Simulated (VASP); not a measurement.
Nb:

```
Nb
1.0
     2.94032    0.00000    0.00000
    -1.47016    2.54639    0.00000
     0.00000    0.00000    9.60308
Nb
4
Direct
  0.00000 0.00000 0.00000
  0.00000 0.00000 0.50000
  0.33333 0.66667 0.25000
  0.66667 0.33333 0.75000
```

This isn't the form of Nb at room conditions, which is bcc.

```yaml
Program: VASP 6.6.1
Task: relaxation of cell and atoms
Functional: BLYP
Potentials_or_basis: VASP PAW PBE potentials, release 64 (Nb_sv)
Cutoff: 600 eV
k_mesh: 12 × 12 × 4
Occupations: fermi-dirac, width 0.1 eV
Spin: no spin polarisation
```

At the start: pressure 13.6 GPa; volume 17.98 Å³/atom.

Task: Where does the relaxation end?

Result: Over 18 steps the energy falls by 107.0 meV/atom and the volume is 19.42 Å³/atom (+8.0 %); space group P6_3/mmc (No. 194, to 0.1 Å) before and after.

The path:
```
step  energy change (eV)  largest force (eV/Å)  pressure (GPa)  volume (Å³)
   1              0.0000                0.0000           13.57        71.90
   2              0.3412                0.0000          -15.52        88.92
   3             -0.2437                0.0000           -0.74        78.13
   4             -0.2440                0.0000           -0.34        77.91
   5             -0.2807                0.0000           -0.44        77.93
   6             -0.4056                0.0000           -0.43        77.82
   7             -0.1300                0.0000            4.34        76.94
   8             -0.4264                0.0000           -0.12        77.73
   9             -0.4280                0.0000            0.07        77.68
  10             -0.4281                0.0000            0.02        77.69
  11             -0.4281                0.0000            0.02        77.73
  12             -0.4280                0.0000           -0.22        77.82
  13             -0.4281                0.0000           -0.09        77.75
  14             -0.4281                0.0000           -0.08        77.74
  15             -0.4281                0.0000           -0.07        77.73
  16             -0.4281                0.0000           -0.05        77.71
  17             -0.4281                0.0000            0.08        77.67
  18             -0.4281                0.0000            0.05        77.68
```

Final structure:
```
CELL_PARAMETERS angstrom
2.89089 0.00000 0.00000
-1.44544 2.50358 0.00000
0.00000 0.00000 10.73337
ATOMIC_POSITIONS crystal
Nb 0.00000 0.00000 0.00000
Nb 0.00000 0.00000 0.50000
Nb 0.33333 0.66667 0.25000
Nb 0.66667 0.33333 0.75000
```

Caveat: the PAW data sets were made with another functional, which shifts forces and pressure a little.
